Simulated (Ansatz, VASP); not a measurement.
**Nb3As4 in VASP and in Ansatz**

```
CELL_PARAMETERS angstrom
5.35110 0.00000 0.00000
0.00000 5.35110 0.00000
0.00000 0.00000 5.35110
ATOMIC_POSITIONS crystal
Nb 0.00000 0.00000 0.50000
Nb 0.50000 0.00000 0.00000
Nb 0.00000 0.50000 0.00000
As 0.72069 0.72069 0.72069
As 0.27931 0.27931 0.72069
As 0.27931 0.72069 0.27931
As 0.72069 0.27931 0.27931
```

Change from the starting cell: species swapped into the Ge3As4 type (P-43m, No. 215).

Alike in both runs: task single point; functional PBE; k mesh 4 × 4 × 4; occupations gaussian, width 0.1 eV; no spin polarisation.

|  | VASP | Ansatz |
| --- | --- | --- |
| version | VASP 6.6.1 | Ansatz 0.2.0 |
| potentials or method | VASP PAW PBE potentials, release 64 (Nb_sv, As), cutoff 520 eV | scalar-relativistic, plane waves, PAW |
| valence electrons in the cell | 59 | 99 |

|  | VASP | Ansatz | Ansatz less VASP |
| --- | --- | --- | --- |
| gap on the k mesh at the Fermi level (eV) | none | none | - |
| pressure (GPa) | 11.7 | 11.6 | -0.08 |
| rms of the force components (eV/Å) | 0.564 | 0.557 | -0.0075 |

Atom by atom the forces differ by 0.007 eV/Å (rms over components). A gap of «none» marks a metal or a gap that the smearing closes. VASP's potentials hold 59 valence electrons a cell and Ansatz's 99, so a difference there can come from the potentials and not from the codes.
